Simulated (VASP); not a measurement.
# Ba (Fm-3m) in VASP: a series of runs

Aim: see how the results for Ba move with the level of theory and the settings. Levels: LDA, r2SCAN+rVV10. Tasks: single point.

Program: VASP 6.6.1. These are calculated values, not measurements. Logs are shortened: lines on timing, memory, paths and dates and some standing lists are left out, and cuts for length are marked.

### Step 1. The cell of the first run

The structure is cubic, space group Fm-3m (No. 225). The conventional cell has a = 6.465 Å, b = 6.465 Å, c = 6.465 Å, α = 90.00°, β = 90.00°, γ = 90.00°.

This isn't the form of Ba at room conditions, which is bcc.

### Step 2. Single point, LDA

Contents of INCAR:

```
SYSTEM = Ba
PREC = Accurate ; ENCUT = 500
EDIFF = 1E-6 ; ISMEAR = 0
SIGMA = 0.05 ; LREAL = .FALSE.
LASPH = .TRUE. ; NELM = 120
ALGO = Normal ; ISIF = 2
LWAVE = .FALSE. ; LCHARG = .FALSE.
NBANDS = 11 ; GGA_COMPAT = .FALSE.
```

Contents of KPOINTS:

```
regular mesh
0
G
  7 7 7
  0 0 0
```

Contents of POSCAR:

```
Ba
1.0
    0.0000000000      3.2326650050      3.2326650050
    3.2326650050      0.0000000000      3.2326650050
    3.2326650050      3.2326650050      0.0000000000
Ba
1
Direct
    0.0000000000      0.0000000000      0.0000000000
```

Potentials or basis: VASP PAW LDA potentials, release 64 (Ba_sv).

Launch:

```sh
$ cat potpaw_LDA.64/Ba_sv/POTCAR > POTCAR
$ mpirun -np 1 vasp_std > vasp.out
```

OUTCAR:

```text
SYSTEM = Ba
   PREC = Accurate
   ENCUT = 500
   EDIFF = 1E-6
   ISMEAR = 0
   LREAL = .FALSE.
   LASPH = .TRUE.
   NELM = 120
   ISIF = 2

 ion  position               nearest neighbor table
   1  0.000  0.000  0.000-

  LATTYP: Found a face centered cubic cell.
 ALAT       =     6.4653300100

  Lattice vectors:

 A1 = (   0.0000000000,   3.2326650050,   3.2326650050)
 A2 = (   3.2326650050,   0.0000000000,   3.2326650050)
 A3 = (   3.2326650050,   3.2326650050,   0.0000000000)

Analysis of symmetry for initial positions (statically):
=====================================================================
 Subroutine PRICEL returns:
 Original cell was already a primitive cell.

 Routine SETGRP: Setting up the symmetry group for a
 face centered cubic supercell.

 Subroutine GETGRP returns: Found 48 space group operations
 (whereof 48 operations were pure point group operations)
 out of a pool of 48 trial point group operations.

The static configuration has the point symmetry O_h .

Analysis of symmetry for dynamics (positions and initial velocities):
=====================================================================
 Subroutine PRICEL returns:
 Original cell was already a primitive cell.

 Routine SETGRP: Setting up the symmetry group for a
 face centered cubic supercell.

 Subroutine GETGRP returns: Found 48 space group operations
 (whereof 48 operations were pure point group operations)
 out of a pool of 48 trial point group operations.

The dynamic configuration has the point symmetry O_h .

 Subroutine INISYM returns: Found 48 space group operations
 (whereof 48 operations are pure point group operations),
 and found     1 'primitive' translations

----------------------------------------------------------------------------------------

                                     Primitive cell

  volume of cell :      67.5635

  direct lattice vectors                    reciprocal lattice vectors
     0.000000000  3.232665005  3.232665005    -0.154671146  0.154671146  0.154671146
     3.232665005  0.000000000  3.232665005     0.154671146 -0.154671146  0.154671146
     3.232665005  3.232665005  0.000000000     0.154671146  0.154671146 -0.154671146

  length of vectors
     4.571678693  4.571678693  4.571678693     0.267898283  0.267898283  0.267898283

  position of ions in fractional coordinates (direct lattice)
[... 75 lines left out ...]
   NSW    =      0    number of steps for IOM
   IBRION =     -1    ionic relax: 0-MD 1-quasi-New 2-CG
   NFREE  =      0    steps in history (QN), initial steepest desc. (CG)
   ISIF   =      2    stress and relaxation
   ISYM   =      2    0-nonsym 1-usesym 2-fastsym
   POTIM  = 0.5000    time-step for ionic-motion
   TEBEG  =    0.0;   TEEND  =   0.0 temperature during run
   PSTRESS=    0.0 pullay stress
   NELECT =      10.0000    total number of electrons
   NUPDOWN=      -1.0000    fix difference up-down
   EMIN   =  10.00;   EMAX   =-10.00  energy-range for DOS
   EFERMI =   0.00;   METHOD = LEGACY
   ISMEAR =     0;   SIGMA  =   0.05  broadening in eV -4-tet -1-fermi 0-gaus
   EFERMI_NEDOS =   21; number of points for ismear=-14 and -15
   IALGO  =     38    algorithm
   IMIX   =      4    mixing-type and parameters
     AMIX     =   0.40;   BMIX     =  1.00
     AMIX_MAG =   1.60;   BMIX_MAG =  1.00
  volume/ion in A,a.u.               =      67.56       455.94
  Fermi-wavevector in a.u.,A,eV,Ry     =   0.865973  1.636451 10.203124  0.749908
  Thomas-Fermi vector in A             =   1.984294
   LORBIT       =      0    0 simple, 1 ext, 2 COOP (PROOUT), +10 PAW based schemes
   GGA     = CA    functional components
   LHFCALC =     F    Hartree Fock is set to
   AEXX    =    0.0000 exact exchange contribution
   IVDW    =     0    specifies the selected vdW correction
   LEPSILON=     F    determine dielectric tensor
   LRPA    =     F    only Hartree local field effects (RPA)
 non-spin polarized calculation
 Gauss-broadening in eV      SIGMA  =   0.05
  energy-cutoff  :      500.00
  volume of cell :       67.56
 maximum number of plane-waves:      1735
 NGX is ok and might be reduce to    36
   NGX = 17   NGY = 17   NGZ = 17

 number of electron      10.0000000 magnetization

 Free energy of the ion-electron system (eV)
  ---------------------------------------------------
  ext. energy  EPLUGINS =         0.00000000
  ---------------------------------------------------
  free energy    TOTEN  =        -2.16364938 eV

  energy without entropy =       -2.16064487  energy(sigma->0) =       -2.16214712

 E-fermi :   1.2334     XC(G=0):  -7.3902

 val. band max:        1.2287157900   @ k =  -0.4286   0.4286   0.0000
 cond. band min:       1.2352645324   @ k =  -0.2857   0.4286   0.1429
 fundamental gap:      0.0065487424
 Fermi energy:         1.2333531178

 k-point     1 :       0.0000    0.0000    0.0000
  band No.  band energies     occupation
      1     -27.7172      2.00000
      2     -12.7182      2.00000
      3     -12.7182      2.00000
      4     -12.7182      2.00000
      5      -1.5093      2.00000
      6       2.8825      0.00000
      7       2.8825      0.00000
      8       2.8825      0.00000
      9       4.3176      0.00000
     10       4.3176      0.00000
     11       7.1375      0.00000
[... 253 lines left out ...]
 k-point    20 :      -0.2857    0.4286    0.1429
  band No.  band energies     occupation
      1     -27.6784      2.00000
      2     -12.9772      2.00000
      3     -12.9548      2.00000
      4     -12.8386      2.00000
      5       1.2353      0.95688
      6       1.5673      0.00000
      7       2.0884      0.00000
      8       3.5075      0.00000
      9       5.3473      0.00000
     10       5.6720      0.00000
     11       7.0231      0.00000

------------------------ aborting loop because EDIFF is reached ----------------------------------------

  FORCE on cell =-STRESS in cart. coord.  units (eV):
  Direction    XX          YY          ZZ          XY          YZ          ZX
  --------------------------------------------------------------------------------------
  -------------------------------------------------------------------------------------
  Total       -0.6385188     -0.6385188     -0.6385188      0.0000000      0.0000000      0.0000000
  in kB      -15.1416142    -15.1416142    -15.1416142      0.0000000      0.0000000      0.0000000
  external PRESSURE =     -15.1416142 kB  Pullay stress =       0.0000000 kB

 VOLUME and BASIS-vectors are now :
 -----------------------------------------------------------------------------
  energy-cutoff  :      500.00
  volume of cell :       67.56
      direct lattice vectors                 reciprocal lattice vectors
     0.000000000  3.232665005  3.232665005    -0.154671146  0.154671146  0.154671146
     3.232665005  0.000000000  3.232665005     0.154671146 -0.154671146  0.154671146
     3.232665005  3.232665005  0.000000000     0.154671146  0.154671146 -0.154671146

 POSITION                                       TOTAL-FORCE (eV/Angst)
 -----------------------------------------------------------------------------------
      0.00000      0.00000      0.00000        -0.000000      0.000000     -0.000000
 -----------------------------------------------------------------------------------
    total drift:                               -0.000000     -0.000000     -0.000000

  FREE ENERGIE OF THE ION-ELECTRON SYSTEM (eV)
  ---------------------------------------------------
  free  energy   TOTEN  =        -2.1636493786 eV

  energy  without entropy=       -2.1606448664  energy(sigma->0) =       -2.16214712
```

OSZICAR:

```text
N       E                     dE             d eps       ncg     rms          rms(c)
DAV:   1     0.561324605798E+02    0.56132E+02   -0.41051E+03   440   0.723E+02
DAV:   2     0.941682963144E+00   -0.55191E+02   -0.53399E+02   525   0.130E+02
DAV:   3    -0.202895381248E+01   -0.29706E+01   -0.29495E+01   546   0.330E+01
DAV:   4    -0.216490614337E+01   -0.13595E+00   -0.13574E+00   570   0.611E+00
DAV:   5    -0.216918931509E+01   -0.42832E-02   -0.42829E-02   584   0.101E+00    0.154E+00
DAV:   6    -0.216571090709E+01    0.34784E-02   -0.44636E-03   536   0.538E-01    0.902E-01
DAV:   7    -0.216362808673E+01    0.20828E-02   -0.50192E-03   491   0.645E-01    0.420E-02
DAV:   8    -0.216364864514E+01   -0.20558E-04   -0.28352E-04   693   0.967E-02    0.289E-02
DAV:   9    -0.216364994757E+01   -0.13024E-05   -0.35250E-06   512   0.172E-02    0.922E-03
DAV:  10    -0.216364937856E+01    0.56900E-06   -0.41501E-06   506   0.140E-02
   1 F= -.21636494E+01 E0= -.21621471E+01  d E =-.300451E-02
```

stdout:

```text
POSCAR found type information on POSCAR Ba
 POSCAR found :  1 types and       1 ions
 scaLAPACK will be used
 LDA part: xc-table for (Slater(with rela. corr.)+CA(PZ))
 , standard interpolation
 POSCAR, INCAR and KPOINTS ok, starting setup
 FFT: planning ... GRIDC
 FFT: planning ... GRID_SOFT
 FFT: planning ... GRID
 WAVECAR not read
 entering main loop
```

Run time: 6.1 s. Hardware: 1 thread of AMD EPYC 9R45 (Zen 5), shared host; peak memory 0.14 GiB.

Results:

```
Free energy            : -2.1636 eV
Pressure               : -1.5 GPa
Band gap on the k mesh : zero (bands 5 and 6 overlap by 0.08 eV)
```

Caveat: spin-orbit coupling is left out, which moves the levels of the heavy elements.

### Step 3. Single point, r2SCAN+rVV10

POSCAR is that of step 2.

Contents of INCAR.step1:

```
SYSTEM = Ba
PREC = Accurate ; ENCUT = 550
ISMEAR = -5 ; SIGMA = 0.05
LREAL = .FALSE. ; LASPH = .TRUE.
NELM = 120 ; NBANDS = 11
GGA = PE ; ALGO = Normal
EDIFF = 1E-5 ; LWAVE = .TRUE.
LCHARG = .FALSE. ; GGA_COMPAT = .FALSE.
```

Contents of INCAR.step2:

```
SYSTEM = Ba
PREC = Accurate ; ENCUT = 550
EDIFF = 1E-6 ; ISMEAR = -5
SIGMA = 0.05 ; LREAL = .FALSE.
LASPH = .TRUE. ; NELM = 120
ALGO = Normal ; ISIF = 2
LWAVE = .FALSE. ; LCHARG = .FALSE.
METAGGA = R2SCAN ; LMIXTAU = .TRUE.
LUSE_VDW = .TRUE. ; IVDW_NL = 2
BPARAM = 11.95 ; CPARAM = 0.0093
NBANDS = 11 ; ISTART = 1
GGA_COMPAT = .FALSE.
```

KPOINTS is that of step 2.

Potentials or basis: VASP PAW PBE potentials, release 64 (Ba_sv).

Launch:

```sh
$ cat potpaw_PBE.64/Ba_sv/POTCAR > POTCAR
$ cp INCAR.step1 INCAR
$ mpirun -np 1 vasp_std > vasp.out
$ cp INCAR.step2 INCAR
$ mpirun -np 1 vasp_std > vasp.out
```

OUTCAR:

```text
SYSTEM = Ba
   PREC = Accurate
   ENCUT = 550
   EDIFF = 1E-6
   ISMEAR = -5
   LREAL = .FALSE.
   LASPH = .TRUE.
   NELM = 120
   ISIF = 2
   METAGGA = R2SCAN
   IVDW_NL = 2
   BPARAM = 11.95
   ISTART = 1

 ion  position               nearest neighbor table
   1  0.000  0.000  0.000-

  LATTYP: Found a face centered cubic cell.
 ALAT       =     6.4653300100

  Lattice vectors:

[... 456 lines left out ...]
      7       2.4248      0.00000
      8       4.0729      0.00000
      9       6.0288      0.00000
     10       6.4634      0.00000
     11       7.7078      0.00000

------------------------ aborting loop because EDIFF is reached ----------------------------------------

  FORCE on cell =-STRESS in cart. coord.  units (eV):
  Direction    XX          YY          ZZ          XY          YZ          ZX
  --------------------------------------------------------------------------------------
  -------------------------------------------------------------------------------------
  Total       -0.0756523     -0.0756523     -0.0756523      0.0000000      0.0000000      0.0000000
  in kB       -1.7939935     -1.7939935     -1.7939935      0.0000000      0.0000000      0.0000000
  external PRESSURE =      -1.7939935 kB  Pullay stress =       0.0000000 kB

 VOLUME and BASIS-vectors are now :
 -----------------------------------------------------------------------------
  energy-cutoff  :      550.00
  volume of cell :       67.56
      direct lattice vectors                 reciprocal lattice vectors
     0.000000000  3.232665005  3.232665005    -0.154671146  0.154671146  0.154671146
     3.232665005  0.000000000  3.232665005     0.154671146 -0.154671146  0.154671146
     3.232665005  3.232665005  0.000000000     0.154671146  0.154671146 -0.154671146

 POSITION                                       TOTAL-FORCE (eV/Angst)
 -----------------------------------------------------------------------------------
      0.00000      0.00000      0.00000         0.000000     -0.000000     -0.000000
 -----------------------------------------------------------------------------------
    total drift:                               -0.000000     -0.000000     -0.000000

  FREE ENERGIE OF THE ION-ELECTRON SYSTEM (eV)
  ---------------------------------------------------
  free  energy   TOTEN  =       -26.1596225122 eV

  energy  without entropy=      -26.1596225122  energy(sigma->0) =      -26.15962251
```

Run time: 76 s. Hardware: 1 thread of AMD EPYC 9R45 (Zen 5), shared host; peak memory 0.36 GiB.

What came out:

| Item | Value |
| --- | --- |
| Free energy | -26.1596 eV |
| Pressure | -0.2 GPa |

Levels at points of the mesh, in eV from the Fermi level:
```csv
k point,band 3,band 4,band 5,band 6,band 7,band 8
"(0.00, 0.00, 0.00)",-14.59,-14.59,-2.88,1.99,1.99,1.99
```

Caveat: the PAW data sets were made with another functional, which shifts forces and pressure a little; spin-orbit coupling is left out, which moves the levels of the heavy elements; tetrahedron occupations give inexact forces and stress in metals.
